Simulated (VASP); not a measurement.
# HfB (F-43m) in VASP: notebook

Runs on HfB. Level: LDA. Tasks: single point, relaxation of cell and atoms.

Everything below comes from runs of VASP 6.6.1. Logs are shortened: lines on timing, memory, paths and dates and some standing lists are left out, and cuts for length are marked.

**1. The cell of the first run**

It takes space group F-43m (No. 216, cubic). The conventional cell has a = 5.138 Å, b = 5.138 Å, c = 5.138 Å, α = 90.00°, β = 90.00°, γ = 90.00°. Hf (site symmetry -43m) has 4 B at 2.22 Å within 2.9 Å. Within 2.9 Å of B (site symmetry -43m) lie 4 Hf at 2.22 Å.

**2. Single point, LDA**

Contents of INCAR:

```
SYSTEM = HfB
PREC = Accurate ; ENCUT = 500
EDIFF = 1E-6 ; ISMEAR = 1
SIGMA = 0.1 ; LREAL = .FALSE.
LASPH = .TRUE. ; NELM = 120
ALGO = Normal ; ISIF = 2
LWAVE = .FALSE. ; LCHARG = .FALSE.
GGA = CA ; NBANDS = 14
GGA_COMPAT = .FALSE.
```

Contents of KPOINTS:

```
regular mesh
0
G
  7 7 7
  0 0 0
```

Contents of POSCAR:

```
HfB
1.0
    0.0000000000      2.5688269863      2.5688269863
    2.5688269863      0.0000000000      2.5688269863
    2.5688269863      2.5688269863      0.0000000000
Hf B
1 1
Direct
    0.0000000000      0.0000000000      0.0000000000
    0.2500000000      0.2500000000      0.2500000000
```

Potentials or basis: VASP PAW LDA potentials, release 64 (Hf_pv, B).

The run is started by

```sh
> cat potpaw_LDA.64/Hf_pv/POTCAR potpaw_LDA.64/B/POTCAR > POTCAR
> mpirun -np 1 vasp_std > vasp.out
```

OUTCAR:

```text
SYSTEM = HfB
   PREC = Accurate
   ENCUT = 500
   EDIFF = 1E-6
   ISMEAR = 1
   LREAL = .FALSE.
   LASPH = .TRUE.
   NELM = 120
   ISIF = 2
   GGA = CA

 ion  position               nearest neighbor table
   1  0.000  0.000  0.000-   2 2.22   2 2.22   2 2.22   2 2.22
   2  0.250  0.250  0.250-   1 2.22   1 2.22   1 2.22   1 2.22

  LATTYP: Found a face centered cubic cell.
 ALAT       =     5.1376539726

  Lattice vectors:

 A1 = (   0.0000000000,   2.5688269863,   2.5688269863)
 A2 = (   2.5688269863,   0.0000000000,   2.5688269863)
 A3 = (   2.5688269863,   2.5688269863,   0.0000000000)

Analysis of symmetry for initial positions (statically):
=====================================================================
 Subroutine PRICEL returns:
 Original cell was already a primitive cell.

 Routine SETGRP: Setting up the symmetry group for a
 face centered cubic supercell.

 Subroutine GETGRP returns: Found 24 space group operations
 (whereof 24 operations were pure point group operations)
 out of a pool of 48 trial point group operations.

The static configuration has the point symmetry T_d .

Analysis of symmetry for dynamics (positions and initial velocities):
=====================================================================
 Subroutine PRICEL returns:
 Original cell was already a primitive cell.

 Routine SETGRP: Setting up the symmetry group for a
 face centered cubic supercell.

 Subroutine GETGRP returns: Found 24 space group operations
 (whereof 24 operations were pure point group operations)
 out of a pool of 48 trial point group operations.

The dynamic configuration has the point symmetry T_d .

 Subroutine INISYM returns: Found 24 space group operations
 (whereof 24 operations are pure point group operations),
 and found     1 'primitive' translations

----------------------------------------------------------------------------------------

                                     Primitive cell

  volume of cell :      33.9027

  direct lattice vectors                    reciprocal lattice vectors
     0.000000000  2.568826986  2.568826986    -0.194641368  0.194641368  0.194641368
     2.568826986  0.000000000  2.568826986     0.194641368 -0.194641368  0.194641368
     2.568826986  2.568826986  0.000000000     0.194641368  0.194641368 -0.194641368

  length of vectors
     3.632869963  3.632869963  3.632869963     0.337128739  0.337128739  0.337128739

  position of ions in fractional coordinates (direct lattice)
     0.000000000  0.000000000  0.000000000
     0.250000000  0.250000000  0.250000000

  ion indices of the primitive-cell ions
   primitive index   ion index
                 1           1
                 2           2

----------------------------------------------------------------------------------------

 KPOINTS: regular mesh

Automatic generation of k-mesh.
 Grid dimensions read from file:
 generate k-points for:    7    7    7

 Generating k-lattice:

  Cartesian coordinates                     Fractional coordinates (reciprocal lattice)
    -0.027805910  0.027805910  0.027805910     0.142857143  0.000000000  0.000000000
     0.027805910 -0.027805910  0.027805910     0.000000000  0.142857143  0.000000000
     0.027805910  0.027805910 -0.027805910     0.000000000  0.000000000  0.142857143

  Length of vectors
     0.048161248  0.048161248  0.048161248

  Shift w.r.t. Gamma in fractional coordinates (k-lattice)
     0.000000000  0.000000000  0.000000000

 Subroutine IBZKPT returns following result:
 ===========================================

 Found     20 irreducible k-points:

 Following reciprocal coordinates:
            Coordinates               Weight
  0.000000  0.000000  0.000000      1.000000
  0.142857  0.000000  0.000000      8.000000
  0.285714  0.000000  0.000000      8.000000
  0.428571  0.000000  0.000000      8.000000
  0.142857  0.142857  0.000000      6.000000
  0.285714  0.142857  0.000000     24.000000
[... 12 lines left out ...]
 -0.428571  0.428571  0.142857     24.000000
 -0.285714  0.428571  0.142857     24.000000
   k-points           NKPTS =     20   k-points in BZ     NKDIM =     20   number of bands    NBANDS=     14
   number of dos      NEDOS =    301   number of ions     NIONS =      2
   total plane-waves  NPLWV =  21952
   dimension x,y,z NGX =    28 NGY =   28 NGZ =   28
   dimension x,y,z NGXF=    56 NGYF=   56 NGZF=   56
   ions per type =               1   1
   NGX,Y,Z   is equivalent  to a cutoff of  12.81, 12.81, 12.81 a.u.
   NGXF,Y,Z  is equivalent  to a cutoff of  25.63, 25.63, 25.63 a.u.
 SYSTEM =  HfB
   PREC   = accura    normal or accurate (medium, high low for compatibility)
   ISTART =      0    job   : 0-new  1-cont  2-samecut
   ICHARG =      2    charge: 1-file 2-atom 10-const
   ISPIN  =      1    spin polarized calculation?
   LNONCOLLINEAR =      F non collinear calculations
   LSORBIT =      F    spin-orbit coupling
   LASPH  =      T    aspherical Exc in radial PAW
   ENCUT  =  500.0 eV  36.75 Ry    6.06 a.u.   6.62  6.62  6.62*2*pi/ulx,y,z
   NELM   =    120;   NELMIN=  2; NELMDL= -5     # of ELM steps
   EDIFF  = 0.1E-05   stopping-criterion for ELM
   LREAL  =      F    real-space projection
   EDIFFG = 0.1E-04   stopping-criterion for IOM
   NSW    =      0    number of steps for IOM
   IBRION =     -1    ionic relax: 0-MD 1-quasi-New 2-CG
   NFREE  =      0    steps in history (QN), initial steepest desc. (CG)
   ISIF   =      2    stress and relaxation
   ISYM   =      2    0-nonsym 1-usesym 2-fastsym
   POTIM  = 0.5000    time-step for ionic-motion
   TEBEG  =    0.0;   TEEND  =   0.0 temperature during run
   PSTRESS=    0.0 pullay stress
   NELECT =      13.0000    total number of electrons
   NUPDOWN=      -1.0000    fix difference up-down
   EMIN   =  10.00;   EMAX   =-10.00  energy-range for DOS
   EFERMI =   0.00;   METHOD = LEGACY
   ISMEAR =     1;   SIGMA  =   0.10  broadening in eV -4-tet -1-fermi 0-gaus
   EFERMI_NEDOS =   21; number of points for ismear=-14 and -15
   IALGO  =     38    algorithm
   IMIX   =      4    mixing-type and parameters
     AMIX     =   0.40;   BMIX     =  1.00
     AMIX_MAG =   1.60;   BMIX_MAG =  1.00
  volume/ion in A,a.u.               =      16.95       114.39
  Fermi-wavevector in a.u.,A,eV,Ry     =   1.189354  2.247553 19.246293  1.414563
  Thomas-Fermi vector in A             =   2.325463
   LORBIT       =      0    0 simple, 1 ext, 2 COOP (PROOUT), +10 PAW based schemes
   GGA     = CA    functional components
   LHFCALC =     F    Hartree Fock is set to
   AEXX    =    0.0000 exact exchange contribution
   IVDW    =     0    specifies the selected vdW correction
   LEPSILON=     F    determine dielectric tensor
   LRPA    =     F    only Hartree local field effects (RPA)
 non-spin polarized calculation
 Methfessel and Paxton  Order N= 1 SIGMA  =   0.10
  energy-cutoff  :      500.00
  volume of cell :       33.90
 maximum number of plane-waves:       881
   NGX = 13   NGY = 13   NGZ = 13

 number of electron      13.0000001 magnetization

 Free energy of the ion-electron system (eV)
  ---------------------------------------------------
  ext. energy  EPLUGINS =         0.00000000
  ---------------------------------------------------
  free energy    TOTEN  =       -16.91264457 eV

  energy without entropy =      -16.91194551  energy(sigma->0) =      -16.91241155

 E-fermi :   3.0702     XC(G=0): -10.7805

 val. band max:        2.8830252448   @ k =  -0.2857   0.2857   0.0000
 cond. band min:       3.1082130015   @ k =  -0.4286   0.2857   0.1429
 fundamental gap:      0.2251877567
 Fermi energy:         3.0701555913

 k-point     1 :       0.0000    0.0000    0.0000
  band No.  band energies     occupation
      1     -26.4151      2.00000
      2     -26.4151      2.00000
      3     -26.4151      2.00000
      4      -5.1944      2.00000
      5       1.6704      2.00000
      6       1.6704      2.00000
      7       1.6704      2.00000
      8       6.3741      0.00000
      9       6.3741      0.00000
     10       9.2554      0.00000
     11      12.9061      0.00000
     12      12.9061      0.00000
     13      12.9061      0.00000
     14      15.9196      0.00000

 k-point     2 :       0.1429    0.0000    0.0000
  band No.  band energies     occupation
      1     -26.4636      2.00000
      2     -26.4225      2.00000
      3     -26.4225      2.00000
      4      -4.8103      2.00000
      5       1.3644      2.00000
      6       1.8380      2.00000
      7       1.8380      2.00000
      8       6.1762      0.00000
      9       6.1762      0.00000
     10       9.8600      0.00000
     11      12.4081      0.00000
     12      13.3381      0.00000
     13      13.3381      0.00000
     14      14.7792      0.00000

 k-point     3 :       0.2857    0.0000    0.0000
  band No.  band energies     occupation
      1     -26.5708      2.00000
      2     -26.4390      2.00000
      3     -26.4390      2.00000
      4      -3.8544      2.00000
      5       0.8919      2.00000
      6       2.1220      2.00000
      7       2.1220      2.00000
      8       6.2210      0.00000
      9       6.2210      0.00000
     10       9.4226      0.00000
     11      11.8816      0.00000
     12      12.6688      0.00000
     13      12.6688      0.00000
     14      13.4135      0.00000
[... 256 lines left out ...]
 k-point    19 :      -0.4286    0.4286    0.1429
  band No.  band energies     occupation
      1     -26.6244      2.00000
      2     -26.5340      2.00000
      3     -26.5065      2.00000
      4      -1.9528      2.00000
      5       0.1433      2.00000
      6       2.5228      2.00000
      7       3.9114     -0.00000
      8       4.1196     -0.00000
      9       6.8740      0.00000
     10       7.8979      0.00000
     11       9.3310      0.00000
     12      10.7077      0.00000
     13      15.7743      0.00000
     14      15.8288      0.00000

 k-point    20 :      -0.2857    0.4286    0.1429
  band No.  band energies     occupation
      1     -26.5992      2.00000
      2     -26.5730      2.00000
      3     -26.5025      2.00000
      4      -1.8499      2.00000
      5       0.7541      2.00000
      6       1.8660      2.00000
      7       3.6476     -0.00000
      8       4.0395     -0.00000
      9       6.7775      0.00000
     10       7.8155      0.00000
     11       9.7087      0.00000
     12      11.0995      0.00000
     13      15.5232      0.00000
     14      15.8377      0.00000

------------------------ aborting loop because EDIFF is reached ----------------------------------------

  FORCE on cell =-STRESS in cart. coord.  units (eV):
  Direction    XX          YY          ZZ          XY          YZ          ZX
  --------------------------------------------------------------------------------------
  -------------------------------------------------------------------------------------
  Total        0.0932681      0.0932681      0.0932681     -0.0000000     -0.0000000     -0.0000000
  in kB        4.4076727      4.4076727      4.4076727     -0.0000000     -0.0000000     -0.0000000
  external PRESSURE =       4.4076727 kB  Pullay stress =       0.0000000 kB

 VOLUME and BASIS-vectors are now :
 -----------------------------------------------------------------------------
  energy-cutoff  :      500.00
  volume of cell :       33.90
      direct lattice vectors                 reciprocal lattice vectors
     0.000000000  2.568826986  2.568826986    -0.194641368  0.194641368  0.194641368
     2.568826986  0.000000000  2.568826986     0.194641368 -0.194641368  0.194641368
     2.568826986  2.568826986  0.000000000     0.194641368  0.194641368 -0.194641368

 POSITION                                       TOTAL-FORCE (eV/Angst)
 -----------------------------------------------------------------------------------
      0.00000      0.00000      0.00000        -0.000000     -0.000000     -0.000000
      1.28441      1.28441      1.28441         0.000000      0.000000      0.000000
 -----------------------------------------------------------------------------------
    total drift:                               -0.000000     -0.000000      0.000000

  FREE ENERGIE OF THE ION-ELECTRON SYSTEM (eV)
  ---------------------------------------------------
  free  energy   TOTEN  =       -16.9126445681 eV

  energy  without entropy=      -16.9119455076  energy(sigma->0) =      -16.91241155
```

Wall time 9.9 s (1 thread of Intel Xeon Platinum 8259CL at 2.50GHz (Skylake/Cascade Lake), shared host); peak memory 0.14 GiB.

Results:

```yaml
Free_energy: -16.9126 eV
Pressure: 0.4 GPa
Band_gap_on_the_k_mesh: zero (an odd number of electrons rules out a gap without spin polarisation)
```

Caveat: spin-orbit coupling is left out, which moves the levels of the heavy elements.

**3. Relaxation of cell and atoms, LDA**

This run uses another cell than the first one, of 15.07 Å³/atom.

Contents of INCAR:

```
PREC = Accurate
ENCUT = 500
EDIFF = 1E-7
ISMEAR = 1
SIGMA = 0.1
LREAL = False
LASPH = True
NELM = 120
ALGO = Normal
ISIF = 3
LWAVE = False
LCHARG = False
IBRION = 2
NSW = 60
EDIFFG = -0.01
GGA_COMPAT = False
NELMIN = 4
```

Contents of KPOINTS:

```
Automatic mesh
0
Gamma
  7 7 7
```

Contents of POSCAR:

```
HfB
1.0
    0.0000000000      2.4700000000      2.4700000000
    2.4700000000      0.0000000000      2.4700000000
    2.4700000000      2.4700000000      0.0000000000
Hf B
1 1
Direct
    0.0000000000      0.0000000000      0.0000000000
    0.2500000000      0.2500000000      0.2500000000
```

Potentials or basis: VASP PAW LDA potentials, release 64 (Hf_pv, B).

The run is started by

```sh
> cat potpaw_LDA.64/Hf_pv/POTCAR potpaw_LDA.64/B/POTCAR > POTCAR
> mpirun -np 1 vasp_std > vasp.out
```

OUTCAR:

```text
PREC = Accurate
   ENCUT = 500
   EDIFF = 1E-7
   ISMEAR = 1
   LREAL = False
   LASPH = True
   NELM = 120
   ISIF = 3
   IBRION = 2
   NSW = 60
   EDIFFG = -0.01
   NELMIN = 4

 ion  position               nearest neighbor table
   1  0.000  0.000  0.000-   2 2.14   2 2.14   2 2.14   2 2.14
   2  0.250  0.250  0.250-   1 2.14   1 2.14   1 2.14   1 2.14

  LATTYP: Found a face centered cubic cell.
 ALAT       =     4.9400000000

  Lattice vectors:

 A1 = (   0.0000000000,   2.4700000000,   2.4700000000)
 A2 = (   2.4700000000,   0.0000000000,   2.4700000000)
 A3 = (   2.4700000000,   2.4700000000,   0.0000000000)

Analysis of symmetry for initial positions (statically):
=====================================================================
 Subroutine PRICEL returns:
 Original cell was already a primitive cell.
[... 213 lines left out ...]
  band No.  band energies     occupation
      1     -27.4532      2.00000
      2     -27.4532      2.00000
      3     -27.4532      2.00000
      4      -5.4574      2.00000
      5       1.2356      2.00000
      6       1.2356      2.00000
      7       1.2356      2.00000
      8       5.4250      0.00000
      9       5.4250      0.00000
     10       7.9888      0.00000
[... 316 lines left out ...]
--------------------------------------- Ionic step        4  -------------------------------------------

 number of electron      13.0000001 magnetization

 Free energy of the ion-electron system (eV)
  ---------------------------------------------------
  ext. energy  EPLUGINS =         0.00000000
  ---------------------------------------------------
  free energy    TOTEN  =       -16.91176616 eV

  energy without entropy =      -16.91108187  energy(sigma->0) =      -16.91153806

 E-fermi :   3.0528     XC(G=0): -10.7680

 val. band max:        2.8671037476   @ k =  -0.2857   0.2857   0.0000
 cond. band min:       3.0908212973   @ k =  -0.4286   0.2857   0.1429
 fundamental gap:      0.2237175497
 Fermi energy:         3.0527601500

 k-point     1 :       0.0000    0.0000    0.0000
  band No.  band energies     occupation
      1     -26.4417      2.00000
      2     -26.4417      2.00000
      3     -26.4417      2.00000
      4      -5.2019      2.00000
      5       1.6590      2.00000
      6       1.6590      2.00000
      7       1.6590      2.00000
      8       6.3493      0.00000
      9       6.3493      0.00000
     10       9.2217      0.00000
[... 274 lines left out ...]
  FREE ENERGIE OF THE ION-ELECTRON SYSTEM (eV)
  ---------------------------------------------------
  free  energy   TOTEN  =       -16.9117661571 eV

  energy  without entropy=      -16.9110818725  energy(sigma->0) =      -16.91153806

 reached required accuracy - stopping structural energy minimisation
```

OSZICAR:

```text
N       E                     dE             d eps       ncg     rms          rms(c)
DAV:   1     0.199809506025E+02    0.19981E+02   -0.67762E+03   400   0.111E+03
DAV:   2    -0.181415407965E+02   -0.38122E+02   -0.36270E+02   526   0.196E+02
DAV:   3    -0.192119502847E+02   -0.10704E+01   -0.10629E+01   474   0.256E+01
[... 41 lines left out ...]
DAV:   4    -0.169117680109E+02   -0.58534E-08   -0.28452E-06   464   0.184E-02    0.684E-02
DAV:   5    -0.169117670296E+02    0.98132E-06   -0.17987E-05   422   0.196E-02    0.189E-02
DAV:   6    -0.169117663922E+02    0.63735E-06   -0.12463E-06   420   0.660E-03    0.139E-02
DAV:   7    -0.169117662100E+02    0.18227E-06   -0.36497E-07   392   0.321E-03    0.467E-03
DAV:   8    -0.169117661571E+02    0.52897E-07   -0.84277E-08   200   0.199E-03
   4 F= -.16911766E+02 E0= -.16911538E+02  d E =-.195011E+00
```

Wall time 22 s (1 thread of Intel Xeon Platinum 8259CL at 2.50GHz (Skylake/Cascade Lake), shared host); peak memory 0.15 GiB.

Results:

```
Free energy                           : -16.9118 eV
Relaxed volume                        : 17.00 Å³/atom
Relaxed cell                          : a = 3.636 Å, b = 3.636 Å, c = 3.636 Å, α = 60.00°, β = 60.00°, γ = 60.00°
Space group after relaxing (to 0.1 Å) : F-43m (No. 216)
Energy gained by relaxing             : 97.5 meV/atom
Ionic steps                           : 4
Pressure after relaxing               : 0.1 GPa
Band gap on the k mesh                : zero (an odd number of electrons rules out a gap without spin polarisation)
```

Step by step:
| step | energy change (eV) | largest force (eV/Å) | pressure (GPa) | volume (Å³) |
| --- | --- | --- | --- | --- |
| 1 | 0.0000 | 0.0000 | 17.64 | 30.14 |
| 2 | -0.0548 | 0.0000 | -10.46 | 37.97 |
| 3 | -0.1950 | 0.0000 | -0.19 | 34.08 |
| 4 | -0.1950 | 0.0000 | 0.08 | 34.00 |

Final structure:
```yaml
crystal:
  lattice:
    - [0.00000, 2.57132, 2.57132]
    - [2.57132, 0.00000, 2.57132]
    - [2.57132, 2.57132, 0.00000]
  atoms:
    - { symbol: Hf, position: [0.00000, 0.00000, 0.00000] }
    - { symbol: B, position: [0.25000, 0.25000, 0.25000] }
```

Caveat: spin-orbit coupling is left out, which moves the levels of the heavy elements.

The gap in the log of VASP goes by the Fermi energy; the results here count the filled bands.